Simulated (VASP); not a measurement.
The system is CdS (Greenockite).

```
CELL_PARAMETERS angstrom
4.15000 0.00000 0.00000
-2.07500 3.59401 0.00000
0.00000 0.00000 6.73700
ATOMIC_POSITIONS crystal
Cd 0.33333 0.66667 0.00000
Cd 0.66667 0.33333 0.50000
S 0.33333 0.66667 0.37500
S 0.66667 0.33333 0.87500
```

* Program: VASP 6.6.1
* Task: relaxation of cell and atoms
* Functional: PBE
* Potentials or basis: VASP PAW PBE potentials, release 64 (Cd, S)
* Cutoff: 600 eV
* k mesh: 6 × 6 × 4
* Occupations: fermi-dirac, width 0.02 eV
* Spin: no spin polarisation

At the start: pressure 2.4 GPa; volume 25.12 Å³/atom.

Q: Where does the relaxation end?

A: Over 5 steps the energy falls by 7.7 meV/atom and the volume is 26.14 Å³/atom (+4.1 %); space group P6_3mc (No. 186, to 0.05 Å).

Step by step:
| step | energy change (eV) | largest force (eV/Å) | pressure (GPa) | volume (Å³) |
| --- | --- | --- | --- | --- |
| 1 | 0.0000 | 0.0686 | 2.38 | 100.48 |
| 2 | -0.0280 | 0.0023 | -0.66 | 106.01 |
| 3 | -0.0308 | 0.0149 | -0.01 | 104.67 |
| 4 | -0.0308 | 0.0160 | 0.00 | 104.58 |
| 5 | -0.0308 | 0.0077 | 0.05 | 104.57 |

Final structure:
```yaml
crystal:
  lattice:
    - [4.20009, 0.00000, 0.00000]
    - [-2.10005, 3.63739, 0.00000]
    - [0.00000, 0.00000, 6.84466]
  atoms:
    - { symbol: Cd, position: [0.33333, 0.66667, 0.99953] }
    - { symbol: Cd, position: [0.66667, 0.33333, 0.49953] }
    - { symbol: S, position: [0.33333, 0.66667, 0.37547] }
    - { symbol: S, position: [0.66667, 0.33333, 0.87547] }
```
